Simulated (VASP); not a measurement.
Set up this calculation in VASP 6.6.1, as the native input.

```
Task                   : single point
Functional             : PBE
Potentials or basis    : VASP PAW PBE potentials, release 64 (Ga_d, N)
Cutoff                 : 520 eV
k mesh                 : 8 × 6 × 6
Occupations            : gaussian, width 0.05 eV
Spin                   : no spin polarisation
Dipole correction      : no
Further INCAR settings : ALGO = Normal; EDIFF = 1e-06; NBANDS = 46
```

The structure of GaN lies in POSCAR:

```
GaN
1.0
   -3.2185392732      0.0000000000      0.0000000000
    0.0000000000      0.0000000000     -5.2433778863
    0.0000000001     -5.5746735474      0.0000000000
Ga N
4 4
Direct
    0.5000000000      0.0074845088      0.1773850969
    0.0000000000     -0.0012520618      0.6559449071
    0.0000000000      0.4987479382      0.3440550929
    0.5000000000      0.5074845088      0.8226149031
    0.5000000000      0.6110267181      0.1684682948
    0.0000000000      0.6148182845      0.6648439367
    0.0000000000      0.1148182845      0.3351560633
    0.5000000000      0.1110267181      0.8315317052
```

This cell differs from its parent crystal: mode 11 frozen in at -0.064 Å and mode 13 at +0.059 Å (largest displacements).

The input as run:

INCAR

```
PREC = Accurate ; ENCUT = 520
EDIFF = 1E-6 ; ISMEAR = 0
SIGMA = 0.05 ; LREAL = False
LASPH = True ; NELM = 80
ALGO = Normal ; ISIF = 2
LWAVE = False ; LCHARG = True
GGA = PE ; LELF = True
LVHAR = True ; NBANDS = 46
```

KPOINTS

```
regular mesh
0
Gamma
  8 6 6
```

Potentials or basis: VASP PAW PBE potentials, release 64 (Ga_d, N).

Launch:

```sh
$ cat potpaw_PBE.64/Ga_d/POTCAR potpaw_PBE.64/N/POTCAR > POTCAR
$ mpirun -np 1 vasp_std > vasp.out
```

It gave:

```json
{"Pressure": "1.1 GPa", "Largest force": "1.791 eV/Å", "Band gap on the k mesh": "1.60 eV"}
```

Caveat: the cell differs from its parent crystal (mode 11 frozen in at -0.064 Å and mode 13 at +0.059 Å (largest displacements)); forces of over 1 eV/Å act on the atoms, so gaps and moduli don't describe the material at rest.

Run time: 12 min on 1 thread of Oxide Virtual Turin-like Processor (shared host), peak memory 0.33 GiB.
